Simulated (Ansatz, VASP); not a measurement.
# Two plane-wave programs on W

The input POSCAR:

```
W
1.0
    0.0000000000      1.9995500000      2.0300000000
    1.9995500000      0.0000000000      2.0300000000
    1.9995500000      1.9995500000      0.0000000000
W
1
Direct
    0.0000000000      0.0000000000      0.0000000000
```

File INCAR.step1:

```
PREC     = Accurate       # precision mode
ENCUT    = 520            # plane-wave cutoff, eV
ISMEAR   = 0              # smearing method
SIGMA    = 0.15           # smearing width, eV
LREAL    = False          # projectors in reciprocal space
LASPH    = True           # aspherical terms in the spheres
NELM     = 60             # most SCF steps
NBANDS   = 13             # bands
GGA      = PE             # functional
ALGO     = Normal         # electronic algorithm
EDIFF    = 1E-4           # SCF threshold, eV
LWAVE    = True           # write WAVECAR
LCHARG   = False          # write CHGCAR
```

Contents of INCAR.step2:

```
PREC     = Accurate       # precision mode
ENCUT    = 520            # plane-wave cutoff, eV
EDIFF    = 1E-7           # SCF threshold, eV
ISMEAR   = 0              # smearing method
SIGMA    = 0.15           # smearing width, eV
LREAL    = False          # projectors in reciprocal space
LASPH    = True           # aspherical terms in the spheres
NELM     = 60             # most SCF steps
ALGO     = Normal         # electronic algorithm
ISIF     = 2              # what is computed and relaxed
LWAVE    = False          # write WAVECAR
LCHARG   = False          # write CHGCAR
METAGGA  = R2SCAN         # meta-GGA
LMIXTAU  = True         
NBANDS   = 13             # bands
ISTART   = 1
```

The input KPOINTS:

```
Automatic mesh
0
Gamma
  20 20 20
```

Input for Ansatz:

```yaml
crystal:
  lattice:
    - [0.0, 1.99955, 2.03]
    - [1.99955, 0.0, 2.03]
    - [1.99955, 1.99955, 0.0]
  atoms:
    - { symbol: W, position: [0.0, 0.0, 0.0] }
basis:
  ecutwfc: 500
kpoints:
  mp_grid: { grid: [20, 20, 20] }
hamiltonian:
  xc: r2scan
scf:
  occupations: { method: gaussian, width: 0.15 }
output:
  forces: true
  stress: true
  eigenvalues: true
  write_density: true
  write_potential: true
  elf: true
  volumetric_format: npy
```

Change from the starting cell: strain -0.015 along x and y, +0.000 along z, atoms carried along.

Alike in both runs: task single point; functional r2SCAN; k mesh 20 × 20 × 20; occupations gaussian, width 0.15 eV; no spin polarisation.

```csv
,VASP,Ansatz
version,VASP 6.6.1,Ansatz 0.2.0
potentials or method,"VASP PAW PBE potentials, release 64 (W_sv), cutoff 520 eV","scalar-relativistic, plane waves, PAW"
valence electrons in the cell,14,14
```

Ansatz gave:

- gap on the k mesh at the Fermi level (eV): none
- pressure (GPa): -0.4
- traceless stress, the component that is largest in VASP (GPa): 4.37

Q: Which values does VASP return?

A: gap on the k mesh at the Fermi level (eV): none; pressure (GPa): 0.7; traceless stress, the component that is largest in VASP (GPa): 4.43.

VASP's potentials were made for PBE, not for r2SCAN. A gap of «none» marks a metal or a gap that the smearing closes. The functional is the same, so the differences come from potentials, cutoffs and numerics.

Neither program's run includes spin-orbit coupling.
